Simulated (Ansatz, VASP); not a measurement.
## Two plane-wave programs on HgTe

File INCAR:

```
PREC = Accurate
ENCUT = 520
EDIFF = 1E-6
ISMEAR = 0
SIGMA = 0.15
LREAL = False
LASPH = True
NELM = 60
ALGO = Normal
ISIF = 2
LWAVE = False
LCHARG = False
GGA = PS
NBANDS = 26
```

KPOINTS

```
Automatic mesh
0
Gamma
  12 12 8
```

Contents of POSCAR:

```
HgTe
1.0
    3.1495226473     -3.1501420463      0.0000000000
    3.1495226473      3.1501420463      0.0000000000
    0.0000000000      0.0000000000      5.7082366342
Hg Te
2 2
Direct
    0.2498182349      0.7501817651      0.7500000000
    0.7501817651      0.2498182349      0.2500000000
    0.7498667075      0.2501332925      0.7500000000
    0.2501332925      0.7498667075      0.2500000000
```

Input for Ansatz:

```yaml
crystal:
  lattice:
    - [3.1495226473, -3.1501420463, 0.0]
    - [3.1495226473, 3.1501420463, 0.0]
    - [0.0, 0.0, 5.7082366342]
  atoms:
    - { symbol: Hg, position: [0.2498182349, 0.7501817651, 0.75] }
    - { symbol: Hg, position: [0.7501817651, 0.2498182349, 0.25] }
    - { symbol: Te, position: [0.7498667075, 0.2501332925, 0.75] }
    - { symbol: Te, position: [0.2501332925, 0.7498667075, 0.25] }
basis:
  ecutwfc: 420
kpoints:
  mp_grid: { grid: [12, 12, 8] }
hamiltonian:
  xc: pbesol
scf:
  occupations: { method: gaussian, width: 0.15 }
output:
  forces: true
  stress: true
  eigenvalues: true
```

Change from the starting cell: strain +0.050 along x and y, -0.050 along z, atoms carried along.

Alike in both runs: task single point; functional PBEsol; k mesh 12 × 12 × 8; occupations gaussian, width 0.15 eV; no spin polarisation.

|  | VASP | Ansatz |
| --- | --- | --- |
| version | VASP 6.6.1 | Ansatz 0.2.0 |
| potentials or method | VASP PAW PBE potentials, release 64 (Hg, Te), cutoff 520 eV | scalar-relativistic, plane waves, PAW |
| valence electrons in the cell | 36 | 72 |

```tsv
	VASP	Ansatz	Ansatz less VASP
gap on the k mesh at the Fermi level (eV)	none	none	-
pressure (GPa)	-0.9	-1.1	-0.19
traceless stress, the component that is largest in VASP (GPa)	4.32	4.18	-0.138
```

VASP's potentials were made for PBE, not for PBEsol. A gap of «none» marks a metal or a gap that the smearing closes. VASP's potentials hold 36 valence electrons a cell and Ansatz's 72, so a difference there can come from the potentials and not from the codes.

Neither program's run includes spin-orbit coupling.
